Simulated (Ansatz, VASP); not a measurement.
Mg4O: VASP beside Ansatz

```
Mg O
1.0
     4.42708    0.00000    0.00000
     0.00000    4.42708    0.00000
     0.00000    0.00000    4.42708
Mg O
4 1
Direct
  0.50000 0.00000 0.00000
  0.00000 0.50000 0.00000
  0.00000 0.00000 0.50000
  0.50000 0.50000 0.50000
  0.00000 0.00000 0.00000
```

Change from the starting cell: species swapped into the Co4N type (Pm-3m, No. 221).

Alike in both runs: functional PBE; k mesh 8 × 8 × 8; occupations gaussian, width 0.1 eV; no spin polarisation.

Ansatz relaxed the structure, and its values are those at the end. VASP's run is a single point on that final structure, the one shown.

|  | VASP | Ansatz |
| --- | --- | --- |
| version | VASP 6.6.1 | Ansatz 0.2.0 |
| potentials or method | VASP PAW PBE potentials, release 64 (Mg, O), cutoff 520 eV | scalar-relativistic, plane waves, PAW |
| valence electrons in the cell | 14 | 46 |

Ansatz gave:

- gap on the k mesh at the Fermi level (eV): none
- pressure (GPa): 0.0

Problem. What did VASP give for the same quantities?

Solution. gap on the k mesh at the Fermi level (eV): none; pressure (GPa): -0.3.

A gap of «none» marks a metal or a gap that the smearing closes. The functional is the same, so the differences come from potentials, cutoffs and numerics. VASP's potentials hold 14 valence electrons a cell and Ansatz's 46, so a difference there can come from the potentials and not from the codes.
